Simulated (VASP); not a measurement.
# MgO (Periclase) (Fm-3m) in VASP: further runs

The runs below take MgO (Periclase) through single point, with PBE+D3(BJ).

Program: VASP 6.6.1. These are calculated values, not measurements. Logs are shortened: lines on timing, memory, paths and dates and some standing lists are left out, and cuts for length are marked.

**Experimental background.**

“Electronic structure of alkaline earth and post-transition metal oxides”, 2009, arxiv:0908.1581 quotes, for a bulk crystal of MgO: band gap 7.83 eV.

The results are compared with them further down.

## (1) The cell of the first run

Symmetry: Fm-3m, No. 225, cubic system. The conventional cell has a = 4.189 Å, b = 4.189 Å, c = 4.189 Å, α = 90.00°, β = 90.00°, γ = 90.00°. Mg (site symmetry m-3m) has 6 O at 2.09 Å within 2.8 Å. O (site symmetry m-3m) has 6 Mg at 2.09 Å within 2.8 Å.

## (2) Single point, PBE+D3(BJ)

The input, INCAR:

```
  ALGO = Normal
  EDIFF = 1E-6
  ENCUT = 600
  GGA = PE
  GGA_COMPAT = F
  ISIF = 2
  ISMEAR = 0
  IVDW = 12
  LASPH = T
  LCHARG = T
  LELF = T
  LREAL = F
  LVHAR = T
  LWAVE = F
  NBANDS = 11
  NELM = 120
  PREC = Accurate
  SIGMA = 0.01
```

The input, KPOINTS:

```
k-points
0
Gamma
  8 8 8
```

The input, POSCAR:

```
MgO
1.0
    0.0000000000      2.0943485669      2.0943485669
    2.0943485669      0.0000000000      2.0943485669
    2.0943485669      2.0943485669      0.0000000000
Mg O
1 1
Direct
    0.0000000000      0.0000000000      0.0000000000
    0.5000000000      0.5000000000      0.5000000000
```

Potentials or basis: VASP PAW PBE potentials, release 64 (Mg, O).

On the command line:

```console
$ cat potpaw_PBE.64/Mg/POTCAR potpaw_PBE.64/O/POTCAR > POTCAR
$ mpirun -np 1 vasp_std > vasp.out
```

OUTCAR:

```text
EDIFF = 1E-6
   ENCUT = 600
   GGA = PE
   ISIF = 2
   ISMEAR = 0
   IVDW = 12
   LASPH = T
   LREAL = F
   NELM = 120
   PREC = Accurate
 IVDW          = 12

 ion  position               nearest neighbor table
   1  0.000  0.000  0.000-   2 2.09   2 2.09   2 2.09   2 2.09   2 2.09   2 2.09
   2  0.500  0.500  0.500-   1 2.09   1 2.09   1 2.09   1 2.09   1 2.09   1 2.09

  LATTYP: Found a face centered cubic cell.
 ALAT       =     4.1886971338

  Lattice vectors:

 A1 = (   0.0000000000,   2.0943485669,   2.0943485669)
 A2 = (   2.0943485669,   0.0000000000,   2.0943485669)
 A3 = (   2.0943485669,   2.0943485669,   0.0000000000)

Analysis of symmetry for initial positions (statically):
=====================================================================
 Subroutine PRICEL returns:
 Original cell was already a primitive cell.

 Routine SETGRP: Setting up the symmetry group for a
 face centered cubic supercell.

 Subroutine GETGRP returns: Found 48 space group operations
 (whereof 48 operations were pure point group operations)
 out of a pool of 48 trial point group operations.

The static configuration has the point symmetry O_h .

Analysis of symmetry for dynamics (positions and initial velocities):
=====================================================================
 Subroutine PRICEL returns:
 Original cell was already a primitive cell.

 Routine SETGRP: Setting up the symmetry group for a
 face centered cubic supercell.

 Subroutine GETGRP returns: Found 48 space group operations
 (whereof 48 operations were pure point group operations)
 out of a pool of 48 trial point group operations.

The dynamic configuration has the point symmetry O_h .

 Subroutine INISYM returns: Found 48 space group operations
 (whereof 48 operations are pure point group operations),
 and found     1 'primitive' translations

----------------------------------------------------------------------------------------

                                     Primitive cell

  volume of cell :      18.3729

  direct lattice vectors                    reciprocal lattice vectors
     0.000000000  2.094348567  2.094348567    -0.238737719  0.238737719  0.238737719
     2.094348567  0.000000000  2.094348567     0.238737719 -0.238737719  0.238737719
     2.094348567  2.094348567  0.000000000     0.238737719  0.238737719 -0.238737719

  length of vectors
     2.961856148  2.961856148  2.961856148     0.413505859  0.413505859  0.413505859

  position of ions in fractional coordinates (direct lattice)
     0.000000000  0.000000000  0.000000000
     0.500000000  0.500000000  0.500000000

  ion indices of the primitive-cell ions
   primitive index   ion index
                 1           1
                 2           2

----------------------------------------------------------------------------------------

 KPOINTS: k-points

Automatic generation of k-mesh.
 Grid dimensions read from file:
 generate k-points for:    8    8    8

 Generating k-lattice:

  Cartesian coordinates                     Fractional coordinates (reciprocal lattice)
    -0.029842215  0.029842215  0.029842215     0.125000000  0.000000000  0.000000000
     0.029842215 -0.029842215  0.029842215     0.000000000  0.125000000  0.000000000
     0.029842215  0.029842215 -0.029842215     0.000000000  0.000000000  0.125000000

  Length of vectors
     0.051688232  0.051688232  0.051688232

  Shift w.r.t. Gamma in fractional coordinates (k-lattice)
     0.000000000  0.000000000  0.000000000

 Subroutine IBZKPT returns following result:
 ===========================================

 Found     29 irreducible k-points:

 Following reciprocal coordinates:
            Coordinates               Weight
  0.000000  0.000000  0.000000      1.000000
  0.125000  0.000000  0.000000      8.000000
  0.250000  0.000000  0.000000      8.000000
  0.375000  0.000000  0.000000      8.000000
  0.500000  0.000000  0.000000      4.000000
  0.125000  0.125000  0.000000      6.000000
[... 16 lines left out ...]
  0.500000  0.250000  0.125000     48.000000
 -0.375000  0.250000  0.125000     24.000000
 [... further k-points ...]
   k-points           NKPTS =     29   k-points in BZ     NKDIM =     29   number of bands    NBANDS=     11
   number of dos      NEDOS =    301   number of ions     NIONS =      2
   total plane-waves  NPLWV =  13824
   dimension x,y,z NGX =    24 NGY =   24 NGZ =   24
   dimension x,y,z NGXF=    48 NGYF=   48 NGZF=   48
   ions per type =               1   1
   NGX,Y,Z   is equivalent  to a cutoff of  13.47, 13.47, 13.47 a.u.
   NGXF,Y,Z  is equivalent  to a cutoff of  26.94, 26.94, 26.94 a.u.
 SYSTEM =  unknown system
   PREC   = accura    normal or accurate (medium, high low for compatibility)
   ISTART =      0    job   : 0-new  1-cont  2-samecut
   ICHARG =      2    charge: 1-file 2-atom 10-const
   ISPIN  =      1    spin polarized calculation?
   LNONCOLLINEAR =      F non collinear calculations
   LSORBIT =      F    spin-orbit coupling
   LASPH  =      T    aspherical Exc in radial PAW
   ENCUT  =  600.0 eV  44.10 Ry    6.64 a.u.   5.92  5.92  5.92*2*pi/ulx,y,z
   NELM   =    120;   NELMIN=  2; NELMDL= -5     # of ELM steps
   EDIFF  = 0.1E-05   stopping-criterion for ELM
   LREAL  =      F    real-space projection
   EDIFFG = 0.1E-04   stopping-criterion for IOM
   NSW    =      0    number of steps for IOM
   IBRION =     -1    ionic relax: 0-MD 1-quasi-New 2-CG
   NFREE  =      0    steps in history (QN), initial steepest desc. (CG)
   ISIF   =      2    stress and relaxation
   ISYM   =      2    0-nonsym 1-usesym 2-fastsym
   POTIM  = 0.5000    time-step for ionic-motion
   TEBEG  =    0.0;   TEEND  =   0.0 temperature during run
   PSTRESS=    0.0 pullay stress
   NELECT =       8.0000    total number of electrons
   NUPDOWN=      -1.0000    fix difference up-down
   EMIN   =  10.00;   EMAX   =-10.00  energy-range for DOS
   EFERMI =   0.00;   METHOD = LEGACY
   ISMEAR =     0;   SIGMA  =   0.01  broadening in eV -4-tet -1-fermi 0-gaus
   EFERMI_NEDOS =   21; number of points for ismear=-14 and -15
   IALGO  =     38    algorithm
   IMIX   =      4    mixing-type and parameters
     AMIX     =   0.40;   BMIX     =  1.00
     AMIX_MAG =   1.60;   BMIX_MAG =  1.00
  volume/ion in A,a.u.               =       9.19        61.99
  Fermi-wavevector in a.u.,A,eV,Ry     =   1.240831  2.344830 20.948357  1.539661
  Thomas-Fermi vector in A             =   2.375255
   LORBIT       =      0    0 simple, 1 ext, 2 COOP (PROOUT), +10 PAW based schemes
   GGA     = PE    functional components
   LHFCALC =     F    Hartree Fock is set to
   AEXX    =    0.0000 exact exchange contribution
   IVDW    =    12    specifies the selected vdW correction
   LEPSILON=     F    determine dielectric tensor
   LRPA    =     F    only Hartree local field effects (RPA)
 non-spin polarized calculation
 Gauss-broadening in eV      SIGMA  =   0.01
  energy-cutoff  :      600.00
  volume of cell :       18.37
 maximum number of plane-waves:       620
   NGX = 11   NGY = 11   NGZ = 11

 number of electron       8.0000003 magnetization

 Free energy of the ion-electron system (eV)
  ---------------------------------------------------
  ext. energy  EPLUGINS =         0.00000000
  ---------------------------------------------------
  free energy    TOTEN  =       -11.89820269 eV

  energy without entropy =      -11.89820269  energy(sigma->0) =      -11.89820269

 E-fermi :   3.4120     XC(G=0): -11.1576

 val. band max:        3.3113060315   @ k =   0.0000   0.0000   0.0000
 cond. band min:       8.2033161090   @ k =   0.0000   0.0000   0.0000
 fundamental gap:      4.8920100775
 Fermi energy:         3.4119653061

 k-point     1 :       0.0000    0.0000    0.0000
  band No.  band energies     occupation
      1     -14.0375      2.00000
      2       3.3113      2.00000
      3       3.3113      2.00000
      4       3.3113      2.00000
      5       8.2033      0.00000
      6      19.2082      0.00000
      7      19.2082      0.00000
      8      19.2082      0.00000
      9      23.1680      0.00000
     10      24.9630      0.00000
     11      24.9630      0.00000

 k-point     2 :       0.1250    0.0000    0.0000
  band No.  band energies     occupation
      1     -13.8696      2.00000
      2       2.3514      2.00000
      3       3.2052      2.00000
      4       3.2052      2.00000
      5       9.1153      0.00000
      6      17.5234      0.00000
      7      19.5772      0.00000
      8      19.5772      0.00000
      9      24.0231      0.00000
     10      24.0231      0.00000
     11      25.3860      0.00000

 k-point     3 :       0.2500    0.0000    0.0000
  band No.  band energies     occupation
      1     -13.4326      2.00000
      2       0.6213      2.00000
      3       2.9609      2.00000
      4       2.9609      2.00000
      5      10.5548      0.00000
      6      15.9953      0.00000
      7      20.1053      0.00000
      8      20.1053      0.00000
      9      23.6321      0.00000
     10      23.6321      0.00000
     11      25.5827      0.00000

 k-point     4 :       0.3750    0.0000    0.0000
  band No.  band energies     occupation
      1     -12.9383      2.00000
      2      -0.8155      2.00000
      3       2.7310      2.00000
      4       2.7310      2.00000
      5      11.2369      0.00000
      6      15.8526      0.00000
      7      19.9599      0.00000
      8      19.9599      0.00000
      9      24.7798      0.00000
     10      24.9544      0.00000
     11      24.9544      0.00000
[... 239 lines left out ...]
 k-point    22 :       0.3750    0.2500    0.1250
  band No.  band energies     occupation
      1     -13.1195      2.00000
      2       0.2569      2.00000
      3       2.1373      2.00000
      4       2.6816      2.00000
      5      11.9743      0.00000
      6      14.8705      0.00000
      7      18.5831      0.00000
      8      21.0566      0.00000
      9      21.5824      0.00000
     10      25.9518      0.00000
     11      29.4283      0.00000

 k-point    23 :       0.5000    0.2500    0.1250
  band No.  band energies     occupation
      1     -12.7302      2.00000
      2      -0.4509      2.00000
      3       1.5513      2.00000
      4       2.4240      2.00000
      5      12.9501      0.00000
      6      15.0847      0.00000
      7      17.4208      0.00000
      8      20.6627      0.00000
      9      23.1829      0.00000
     10      25.9395      0.00000
     11      29.6142      0.00000

 k-point    24 :      -0.3750    0.2500    0.1250
  band No.  band energies     occupation
      1     -12.5568      2.00000
      2      -0.7533      2.00000
      3       1.3402      2.00000
      4       2.3027      2.00000
      5      13.1040      0.00000
      6      15.6714      0.00000
      7      16.9848      0.00000
      8      20.4174      0.00000
      9      24.0383      0.00000
     10      25.6164      0.00000
     11      29.7445      0.00000

 [... further k-points ...]

------------------------ aborting loop because EDIFF is reached ----------------------------------------

 Edisp (eV)   -0.59638

 E8    (eV) :    -0.2336

  FORCE on cell =-STRESS in cart. coord.  units (eV):
  Direction    XX          YY          ZZ          XY          YZ          ZX
  --------------------------------------------------------------------------------------
  -------------------------------------------------------------------------------------
  Total       0.14173     0.14173     0.14173    -0.00000    -0.00000     0.00000
  in kB      12.35969    12.35969    12.35969    -0.00000    -0.00000     0.00000
  external pressure =       12.36 kB  Pullay stress =        0.00 kB

 VOLUME and BASIS-vectors are now :
 -----------------------------------------------------------------------------
  energy-cutoff  :      600.00
  volume of cell :       18.37
      direct lattice vectors                 reciprocal lattice vectors
     0.000000000  2.094348567  2.094348567    -0.238737719  0.238737719  0.238737719
     2.094348567  0.000000000  2.094348567     0.238737719 -0.238737719  0.238737719
     2.094348567  2.094348567  0.000000000     0.238737719  0.238737719 -0.238737719

 POSITION                                       TOTAL-FORCE (eV/Angst)
 -----------------------------------------------------------------------------------
      0.00000      0.00000      0.00000         0.000000      0.000000      0.000000
      2.09435      2.09435      2.09435        -0.000000     -0.000000     -0.000000
 -----------------------------------------------------------------------------------
    total drift:                               -0.000000     -0.000000      0.000000

  FREE ENERGIE OF THE ION-ELECTRON SYSTEM (eV)
  ---------------------------------------------------
  free  energy   TOTEN  =       -12.4945861064 eV

  energy  without entropy=      -12.4945861064  energy(sigma->0) =      -12.49458611
```

It took 18 s on 1 thread of AMD EPYC 7R13, shared host; peak memory 0.12 GiB.

Results:

* Free energy: -12.4946 eV
* Pressure: 1.2 GPa
* Band gap on the k mesh: 4.89 eV, direct
* Dispersion energy per atom: -0.298 eV

Caveat: three body term missing.

(Part 1 of 3 ends here.)
